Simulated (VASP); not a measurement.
# TePt2 (Pmma) in VASP: a series of runs

Runs on TePt2. Level: PBE. Tasks: single point, relaxation of cell and atoms.

All numbers are computed with VASP 6.6.1; they aren't measurements. Logs are shortened: lines on timing, memory, paths and dates and some standing lists are left out, and cuts for length are marked.

## (1) The cell of the first run

Symmetry: Pmma, No. 51, orthorhombic system. Conventional cell: a = 3.984 Å, b = 4.020 Å, c = 9.241 Å, α = 90.00°, β = 90.00°, γ = 90.00°. Within 3.4 Å of Te (site symmetry mm2) lie 4 Pt at 2.60 to 2.67 Å. Within 3.5 Å of Pt (site symmetry mm2) lie 2 Te at 2.67 Å and 8 Pt at 2.82 to 2.92 Å. Pt (site symmetry mm2) has 2 Te at 2.60 Å and 8 Pt at 2.83 to 3.00 Å within 3.4 Å.

## (2) Single point, PBE

INCAR reads:

```
SYSTEM = TePt2
ALGO = Fast
EDIFF = 1E-6
ENCUT = 520
GGA = PE
ISIF = 2
ISMEAR = 0
LASPH = .True.
LCHARG = .False.
LREAL = .False.
LWAVE = .False.
NBANDS = 35
NELM = 60
PREC = Accurate
SIGMA = 0.1
```

KPOINTS reads:

```
k-points
0
Gamma
  8 8 4
  0 0 0
```

POSCAR reads:

```
TePt2
1.0
    3.9838382431      0.0000000000      0.0000000000
    0.0000000000      4.0202025162      0.0000000000
    0.0000000000      0.0000000000      9.2405459096
Te Pt
2 4
Direct
    0.2500000000      0.0000000000      0.6992053591
    0.7500000000      0.0000000000      0.3007946409
    0.7500000000      0.0000000000      0.8923171339
    0.2500000000      0.5000000000      0.8784445138
    0.2500000000      0.0000000000      0.1076828661
    0.7500000000      0.5000000000      0.1215554862
```

Potentials or basis: VASP PAW PBE potentials, release 64 (Te, Pt).

Command:

```console
$ cat potpaw_PBE.64/Te/POTCAR potpaw_PBE.64/Pt/POTCAR > POTCAR
$ mpirun -np 1 vasp_std > vasp.out
```

OUTCAR:

```text
SYSTEM = TePt2
   EDIFF = 1E-6
   ENCUT = 520
   GGA = PE
   ISIF = 2
   ISMEAR = 0
   LASPH = .True.
   LREAL = .False.
   NELM = 60
   PREC = Accurate

 ion  position               nearest neighbor table
   1  0.250  0.000  0.699-   4 2.60   4 2.60   3 2.67   3 2.67
   2  0.750  0.000  0.301-   6 2.60   6 2.60   5 2.67   5 2.67
   3  0.750  0.000  0.892-   1 2.67   1 2.67   5 2.82   5 2.82   4 2.83   4 2.83   4 2.83   4 2.83
                             6 2.92   6 2.92
   4  0.250  0.500  0.878-   1 2.60   1 2.60   3 2.83   3 2.83   3 2.83   3 2.83   5 2.92   5 2.92
                             6 3.00   6 3.00
   5  0.250  0.000  0.108-   2 2.67   2 2.67   3 2.82   3 2.82   6 2.83   6 2.83   6 2.83   6 2.83
                             4 2.92   4 2.92
   6  0.750  0.500  0.122-   2 2.60   2 2.60   5 2.83   5 2.83   5 2.83   5 2.83   3 2.92   3 2.92
                             4 3.00   4 3.00

  LATTYP: Found a simple orthorhombic cell.
 ALAT       =     3.9838382431
 B/A-ratio  =     1.0091279492
 C/A-ratio  =     2.3195083098

  Lattice vectors:

 A1 = (   3.9838382431,   0.0000000000,   0.0000000000)
 A2 = (   0.0000000000,   4.0202025162,   0.0000000000)
 A3 = (   0.0000000000,   0.0000000000,   9.2405459096)

Analysis of symmetry for initial positions (statically):
=====================================================================
 Subroutine PRICEL returns:
 Original cell was already a primitive cell.

 Routine SETGRP: Setting up the symmetry group for a
 simple orthorhombic supercell.

 Subroutine GETGRP returns: Found  8 space group operations
 (whereof  4 operations were pure point group operations)
 out of a pool of  8 trial point group operations.

The static configuration has the point symmetry C_2h.
 The point group associated with its full space group is D_2h.

Analysis of symmetry for dynamics (positions and initial velocities):
=====================================================================
 Subroutine PRICEL returns:
 Original cell was already a primitive cell.

 Routine SETGRP: Setting up the symmetry group for a
 simple orthorhombic supercell.

 Subroutine GETGRP returns: Found  8 space group operations
 (whereof  4 operations were pure point group operations)
 out of a pool of  8 trial point group operations.

The dynamic configuration has the point symmetry C_2h.
 The point group associated with its full space group is D_2h.

 Subroutine INISYM returns: Found  8 space group operations
 (whereof  4 operations are pure point group operations),
 and found     1 'primitive' translations

----------------------------------------------------------------------------------------

                                     Primitive cell

  volume of cell :     147.9951

  direct lattice vectors                    reciprocal lattice vectors
     3.983838243  0.000000000  0.000000000     0.251014208  0.000000000  0.000000000
     0.000000000  4.020202516  0.000000000     0.000000000  0.248743688  0.000000000
     0.000000000  0.000000000  9.240545910     0.000000000  0.000000000  0.108218715

  length of vectors
     3.983838243  4.020202516  9.240545910     0.251014208  0.248743688  0.108218715

  position of ions in fractional coordinates (direct lattice)
     0.250000000  0.000000000  0.699205359
     0.750000000  0.000000000  0.300794641
     0.750000000  0.000000000  0.892317134
     0.250000000  0.500000000  0.878444514
     0.250000000  0.000000000  0.107682866
     0.750000000  0.500000000  0.121555486

  ion indices of the primitive-cell ions
   primitive index   ion index
                 1           1
                 2           2
                 3           3
                 4           4
                 5           5
                 6           6

----------------------------------------------------------------------------------------

 KPOINTS: k-points

Automatic generation of k-mesh.
 Grid dimensions read from file:
 generate k-points for:    8    8    4

 Generating k-lattice:

  Cartesian coordinates                     Fractional coordinates (reciprocal lattice)
     0.031376776  0.000000000  0.000000000     0.125000000  0.000000000  0.000000000
     0.000000000  0.031092961  0.000000000     0.000000000  0.125000000  0.000000000
     0.000000000  0.000000000  0.027054679     0.000000000  0.000000000  0.250000000

  Length of vectors
     0.031376776  0.031092961  0.027054679

  Shift w.r.t. Gamma in fractional coordinates (k-lattice)
     0.000000000  0.000000000  0.000000000

 Subroutine IBZKPT returns following result:
 ===========================================

 Found     75 irreducible k-points:

 Following reciprocal coordinates:
            Coordinates               Weight
  0.000000  0.000000  0.000000      1.000000
  0.125000  0.000000  0.000000      2.000000
  0.250000  0.000000  0.000000      2.000000
  0.375000  0.000000  0.000000      2.000000
  0.500000  0.000000  0.000000      1.000000
  0.000000  0.125000  0.000000      2.000000
[... 16 lines left out ...]
  0.250000  0.500000  0.000000      2.000000
  0.375000  0.500000  0.000000      2.000000
 [... further k-points ...]
   k-points           NKPTS =     75   k-points in BZ     NKDIM =     75   number of bands    NBANDS=     35
   number of dos      NEDOS =    301   number of ions     NIONS =      6
   total plane-waves  NPLWV =  63000
   dimension x,y,z NGX =    30 NGY =   30 NGZ =   70
   dimension x,y,z NGXF=    60 NGYF=   60 NGZF=  140
   ions per type =               2   4
   NGX,Y,Z   is equivalent  to a cutoff of  12.52, 12.41, 12.59 a.u.
   NGXF,Y,Z  is equivalent  to a cutoff of  25.04, 24.81, 25.19 a.u.
 SYSTEM =  TePt2
   PREC   = accura    normal or accurate (medium, high low for compatibility)
   ISTART =      0    job   : 0-new  1-cont  2-samecut
   ICHARG =      2    charge: 1-file 2-atom 10-const
   ISPIN  =      1    spin polarized calculation?
   LNONCOLLINEAR =      F non collinear calculations
   LSORBIT =      F    spin-orbit coupling
   LASPH  =      T    aspherical Exc in radial PAW
   ENCUT  =  520.0 eV  38.22 Ry    6.18 a.u.   7.41  7.47 17.18*2*pi/ulx,y,z
   NELM   =     60;   NELMIN=  2; NELMDL= -5     # of ELM steps
   EDIFF  = 0.1E-05   stopping-criterion for ELM
   LREAL  =      F    real-space projection
   EDIFFG = 0.1E-04   stopping-criterion for IOM
   NSW    =      0    number of steps for IOM
   IBRION =     -1    ionic relax: 0-MD 1-quasi-New 2-CG
   NFREE  =      0    steps in history (QN), initial steepest desc. (CG)
   ISIF   =      2    stress and relaxation
   ISYM   =      2    0-nonsym 1-usesym 2-fastsym
   POTIM  = 0.5000    time-step for ionic-motion
   TEBEG  =    0.0;   TEEND  =   0.0 temperature during run
   PSTRESS=    0.0 pullay stress
   NELECT =      52.0000    total number of electrons
   NUPDOWN=      -1.0000    fix difference up-down
   EMIN   =  10.00;   EMAX   =-10.00  energy-range for DOS
   EFERMI =   0.00;   METHOD = LEGACY
   ISMEAR =     0;   SIGMA  =   0.10  broadening in eV -4-tet -1-fermi 0-gaus
   EFERMI_NEDOS =   21; number of points for ismear=-14 and -15
   IALGO  =     68    algorithm
   IMIX   =      4    mixing-type and parameters
     AMIX     =   0.40;   BMIX     =  1.00
     AMIX_MAG =   1.60;   BMIX_MAG =  1.00
  volume/ion in A,a.u.               =      24.67       166.45
  Fermi-wavevector in a.u.,A,eV,Ry     =   1.155208  2.183027 18.157050  1.334506
  Thomas-Fermi vector in A             =   2.291838
   LORBIT       =      0    0 simple, 1 ext, 2 COOP (PROOUT), +10 PAW based schemes
   GGA     = PE    functional components
   LHFCALC =     F    Hartree Fock is set to
   AEXX    =    0.0000 exact exchange contribution
   IVDW    =     0    specifies the selected vdW correction
   LEPSILON=     F    determine dielectric tensor
   LRPA    =     F    only Hartree local field effects (RPA)
 non-spin polarized calculation
 RMM-DIIS sequential band-by-band and
 Gauss-broadening in eV      SIGMA  =   0.10
  energy-cutoff  :      520.00
  volume of cell :      148.00
 maximum number of plane-waves:      4038
 NGX is ok and might be reduce to    30
   NGX = 15   NGY = 15   NGZ = 35

 number of electron      52.0000008 magnetization

 Free energy of the ion-electron system (eV)
  ---------------------------------------------------
  ext. energy  EPLUGINS =         0.00000000
  ---------------------------------------------------
  free energy    TOTEN  =       -31.58252369 eV

  energy without entropy =      -31.55623183  energy(sigma->0) =      -31.56937776

 E-fermi :   6.9503     XC(G=0): -10.1007

 val. band max:        6.9459301983   @ k =   0.2500   0.3750   0.5000
 cond. band min:       6.9553172422   @ k =   0.3750   0.3750   0.5000
 fundamental gap:      0.0093870438
 Fermi energy:         6.9502597676

 k-point     1 :       0.0000    0.0000    0.0000
  band No.  band energies     occupation
      1      -6.2070      2.00000
      2      -5.8348      2.00000
      3      -0.7905      2.00000
      4       0.2142      2.00000
      5       1.0295      2.00000
      6       1.1391      2.00000
[... 27 lines left out ...]
     34      11.6416      0.00000
     35      11.8129      0.00000

 k-point     2 :       0.1250    0.0000    0.0000
  band No.  band energies     occupation
      1      -6.1202      2.00000
      2      -5.7835      2.00000
      3      -0.6624      2.00000
      4       0.3430      2.00000
      5       1.1491      2.00000
      6       1.2105      2.00000
[... 27 lines left out ...]
     34      12.1082      0.00000
     35      12.2546      0.00000

 k-point     3 :       0.2500    0.0000    0.0000
  band No.  band energies     occupation
      1      -5.8960      2.00000
      2      -5.6542      2.00000
      3      -0.3129      2.00000
      4       0.6934      2.00000
      5       1.3825      2.00000
      6       1.4132      2.00000
[... 27 lines left out ...]
     34      13.0528      0.00000
     35      13.2230      0.00000
[... 723 lines left out ...]
 k-point    23 :       0.2500    0.5000    0.0000
  band No.  band energies     occupation
      1      -5.3467      2.00000
      2      -5.2221      2.00000
      3       0.2643      2.00000
      4       0.4565      2.00000
      5       0.6791      2.00000
      6       1.6173      2.00000
[... 27 lines left out ...]
     34      11.2900      0.00000
     35      13.2988      0.00000

 k-point    24 :       0.3750    0.5000    0.0000
  band No.  band energies     occupation
      1      -5.1552      2.00000
      2      -5.1071      2.00000
      3       0.1359      2.00000
      4       0.4068      2.00000
      5       0.4820      2.00000
      6       0.9255      2.00000
[... 27 lines left out ...]
     34      11.2749      0.00000
     35      12.2937      0.00000

 [... further k-points ...]

------------------------ aborting loop because EDIFF is reached ----------------------------------------

  FORCE on cell =-STRESS in cart. coord.  units (eV):
  Direction    XX          YY          ZZ          XY          YZ          ZX
  --------------------------------------------------------------------------------------
  -------------------------------------------------------------------------------------
  Total       -0.2039050     -0.2190815     -0.2524294      0.0000000      0.0000000      0.0000000
  in kB       -2.2074519     -2.3717510     -2.7327708      0.0000000      0.0000000      0.0000000
  external PRESSURE =      -2.4373245 kB  Pullay stress =       0.0000000 kB

 VOLUME and BASIS-vectors are now :
 -----------------------------------------------------------------------------
  energy-cutoff  :      520.00
  volume of cell :      148.00
      direct lattice vectors                 reciprocal lattice vectors
     3.983838243  0.000000000  0.000000000     0.251014208  0.000000000  0.000000000
     0.000000000  4.020202516  0.000000000     0.000000000  0.248743688  0.000000000
     0.000000000  0.000000000  9.240545910     0.000000000  0.000000000  0.108218715

 POSITION                                       TOTAL-FORCE (eV/Angst)
 -----------------------------------------------------------------------------------
      0.99596      0.00000      6.46104        -0.000000      0.000000      0.040402
      2.98788      0.00000      2.77951        -0.000000      0.000000     -0.040402
      2.98788      0.00000      8.24550        -0.000000      0.000000     -0.000524
      0.99596      2.01010      8.11731         0.000000      0.000000     -0.006083
      0.99596      0.00000      0.99505         0.000000      0.000000      0.000524
      2.98788      2.01010      1.12324        -0.000000      0.000000      0.006083
 -----------------------------------------------------------------------------------
    total drift:                                0.000000     -0.000000      0.000000

  FREE ENERGIE OF THE ION-ELECTRON SYSTEM (eV)
  ---------------------------------------------------
  free  energy   TOTEN  =       -31.5825236885 eV

  energy  without entropy=      -31.5562318326  energy(sigma->0) =      -31.56937776
```

Run time: 2.8 min. Hardware: 1 thread of Intel Xeon 6975P-C (Granite Rapids), shared host; peak memory 0.46 GiB.

What came out:

| Item | Value |
| --- | --- |
| Free energy | -31.5825 eV |
| Pressure | -0.2 GPa |
| Largest force | 0.040 eV/Å |
| Band gap on the k mesh | zero (bands 26 and 27 overlap by 0.49 eV) |

Forces in eV/Å, atoms in the order of the input:
```
Te   0.000  0.000  0.040
Te   0.000  0.000 -0.040
Pt   0.000  0.000 -0.001
Pt   0.000  0.000 -0.006
Pt   0.000  0.000  0.001
Pt   0.000  0.000  0.006
```

Levels at points of the mesh, in eV from the Fermi level:
| k point | band 22 | band 23 | band 24 | band 25 | band 26 | band 27 | band 28 | band 29 | band 30 | band 31 |
| --- | --- | --- | --- | --- | --- | --- | --- | --- | --- | --- |
| (0.00, 0.00, 0.00) | -1.26 | -1.18 | -0.85 | -0.40 | 0.11 | 0.15 | 1.36 | 1.46 | 3.76 | 3.92 |
| (0.50, 0.00, 0.00) | -2.11 | -1.78 | -1.78 | -1.01 | -1.01 | 1.29 | 1.29 | 1.82 | 1.82 | 3.04 |
| (0.00, 0.50, 0.00) | -1.95 | -1.90 | -1.78 | -1.53 | -0.41 | 0.32 | 0.41 | 1.62 | 1.97 | 3.86 |
| (0.50, 0.50, 0.00) | -1.68 | -1.36 | -1.36 | -1.15 | -1.15 | 0.42 | 0.42 | 1.01 | 1.01 | 3.94 |
| (0.00, 0.00, 0.50) | -1.01 | -0.85 | -0.30 | -0.26 | 0.11 | 0.15 | 1.09 | 1.11 | 2.70 | 4.52 |
| (0.50, 0.00, 0.50) | -2.13 | -1.78 | -1.78 | -0.73 | -0.73 | 0.87 | 0.87 | 1.30 | 1.30 | 4.18 |
| (0.00, 0.50, 0.50) | -1.91 | -1.85 | -1.68 | -1.53 | -0.61 | 0.69 | 0.87 | 1.29 | 2.37 | 2.90 |
| (0.50, 0.50, 0.50) | -1.68 | -1.40 | -1.40 | -1.19 | -1.19 | 0.17 | 0.17 | 1.06 | 1.06 | 3.49 |

Caveat: spin-orbit coupling is left out, which moves the levels of the heavy elements; this functional lacks dispersion, which binds the layers, so the pressure and a relaxed spacing across them are unreliable.

(Continued in part 2 of 2.)
